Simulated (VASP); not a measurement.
TeW:

```
Te W
1.0
     3.68947    0.00000    0.00000
     0.00000    3.68947    0.00000
     0.00000    0.00000    3.68947
Te W
1 1
Direct
  0.00000 0.00000 0.00000
  0.50000 0.50000 0.50000
```

| Quantity | Value |
| --- | --- |
| Program | VASP 6.6.1 |
| Task | relaxation of cell and atoms |
| Functional | PBE |
| Potentials or basis | VASP PAW PBE potentials, release 64 (Te, W_sv) |
| Cutoff | 500 eV |
| k mesh | 6 × 6 × 6 |
| Occupations | gaussian, width 0.1 eV |
| Spin | no spin polarisation |

At the start: pressure -25.1 GPa; volume 25.11 Å³/atom.

Where does the relaxation end?

Over 5 steps the energy falls by 691.4 meV/atom and the volume is 18.61 Å³/atom (-25.9 %); space group Pm-3m (No. 221, to 0.05 Å).

Step by step:
| step | energy change (eV) | largest force (eV/Å) | pressure (GPa) | volume (Å³) |
| --- | --- | --- | --- | --- |
| 1 | 0.0000 | 0.0000 | -25.07 | 50.22 |
| 2 | 1.6497 | 0.0000 | 124.55 | 26.73 |
| 3 | -1.3689 | 0.0000 | -4.41 | 38.20 |
| 4 | -1.3808 | 0.0000 | -1.73 | 37.59 |
| 5 | -1.3828 | 0.0000 | 0.02 | 37.21 |

Final structure:
```yaml
crystal:
  lattice:
    - [3.33858, 0.00000, 0.00000]
    - [0.00000, 3.33858, 0.00000]
    - [0.00000, 0.00000, 3.33858]
  atoms:
    - { symbol: Te, position: [0.00000, 0.00000, 0.00000] }
    - { symbol: W, position: [0.50000, 0.50000, 0.50000] }
```

Caveat: the volume moved by over 15 % at a fixed basis, so the end points are rough.
